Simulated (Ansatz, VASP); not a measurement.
**Two plane-wave programs on PbS**

```
CELL_PARAMETERS angstrom
0.00000 2.95167 2.95167
2.95167 0.00000 2.95167
2.95167 2.95167 0.00000
ATOMIC_POSITIONS crystal
Pb 0.50000 0.50000 0.50000
S 0.00000 0.00000 0.00000
```

Alike in both runs: functional PBEsol; k mesh 10 × 10 × 10; occupations gaussian, width 0.02 eV; no spin polarisation.

Ansatz relaxed the structure, and its values are those at the end. VASP's run is a single point on that final structure, the one shown.

```csv
,VASP,Ansatz
version,VASP 6.6.1,Ansatz 0.2.0
potentials or method,"VASP PAW PBE potentials, release 64 (Pb_d, S), cutoff 500 eV","scalar-relativistic, plane waves, PAW"
valence electrons in the cell,20,20
```

Ansatz gave:

| Property | Result |
| --- | --- |
| gap on the k mesh at the Fermi level (eV) | 0.20 |
| least direct gap on the mesh (eV) | 0.20 |
| pressure (GPa) | 0.0 |

Problem. What did VASP give for the same quantities?

Solution. gap on the k mesh at the Fermi level (eV): 0.20; least direct gap on the mesh (eV): 0.20; pressure (GPa): -0.1.

VASP's potentials were made for PBE, not for PBEsol, and Ansatz warns of the same on its side.

Spin-orbit coupling is off throughout.
